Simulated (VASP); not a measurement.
Here is a VASP 6.6.1 calculation.

File POSCAR:

```
P
1.0
    2.4246941115      0.0000000000      0.0000000000
    0.0000000000      2.4385351442      0.0000000000
   -0.0203144631      0.0000000000      4.8524328982
P
2
Direct
    0.0000000300      0.0000000000      0.7494253600
    0.9999999700      0.0000000000      0.2505746400
```

The input INCAR.step1:

```
PREC = Accurate
ENCUT = 520
EDIFF = 1E-5
ISMEAR = -1
SIGMA = 0.05
LREAL = F
LASPH = T
NELM = 100
ALGO = Normal
ISIF = 2
LWAVE = T
NBANDS = 12
GGA = PE
```

Contents of INCAR.step2:

```
PREC = Accurate
ENCUT = 520
EDIFF = 1E-6
ISMEAR = -1
SIGMA = 0.05
LREAL = F
LASPH = T
NELM = 100
ALGO = Normal
ISIF = 2
LWAVE = F
LCHARG = T
GGA = PE
LHFCALC = T
AEXX = 0.1
HFSCREEN = 0.2
PRECFOCK = Normal
LELF = T
LVHAR = T
NBANDS = 12
ISTART = 1
```

The input KPOINTS:

```
regular mesh
0
Gamma
  6 6 3
```

Potentials or basis: VASP PAW PBE potentials, release 64 (P).

Launch:

```console
$ cat potpaw_PBE.64/P/POTCAR > POTCAR
$ cp INCAR.step1 INCAR
$ mpirun -np 1 vasp_std > vasp.out
$ cp INCAR.step2 INCAR
$ mpirun -np 1 vasp_std > vasp.out
```

(1) Predict the pressure.

(2) Predict the largest force.

## Answers

(1) 0.1 GPa.

(2) 0.020 eV/Å.

Caveat: the k points lie up to 0.43 Å⁻¹ apart, too coarse for converged energies and pressures of a metal; the PAW data sets were made with another functional, which shifts forces and pressure a little.
